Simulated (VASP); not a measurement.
**As: single point with PBE**

As:

```
As
1.0
     0.00000    2.83479    2.83479
     2.83479    0.00000    2.83479
     2.83479    2.83479    0.00000
As
2
Direct
  0.87500 0.87500 0.87500
  0.12500 0.12500 0.12500
```

This cell differs from its parent crystal: volume scaled by 0.8.

| Quantity | Value |
| --- | --- |
| Program | VASP 6.6.1 |
| Task | single point |
| Functional | PBE |
| Potentials or basis | VASP PAW PBE potentials, release 64 (As) |
| Cutoff | 520 eV |
| k mesh | 13 × 13 × 13 |
| Occupations | fermi-dirac, width 0.08 eV |
| Spin | no spin polarisation |
| Dipole correction | no |
| Further INCAR settings | ALGO = Normal; EDIFF = 1e-07; NBANDS = 12 |

| Property | Result |
| --- | --- |
| Pressure | 16.2 GPa |
| Band gap on the k mesh | zero (band 5 reaches 6.27 eV, above the bottom of band 6 at 4.15 eV) |

Levels at points of the mesh, in eV from the Fermi level:
| k point | band 1 | band 2 | band 3 | band 4 | band 5 | band 6 | band 7 | band 8 | band 9 | band 10 |
| --- | --- | --- | --- | --- | --- | --- | --- | --- | --- | --- |
| (0.00, 0.00, 0.00) | -15.56 | -4.79 | -2.75 | -2.75 | -2.75 | 0.30 | 0.30 | 0.30 | 4.87 | 7.82 |

Run time: 71 s on 1 thread of AMD EPYC 7R13, on a shared host, peak memory 0.16 GiB.
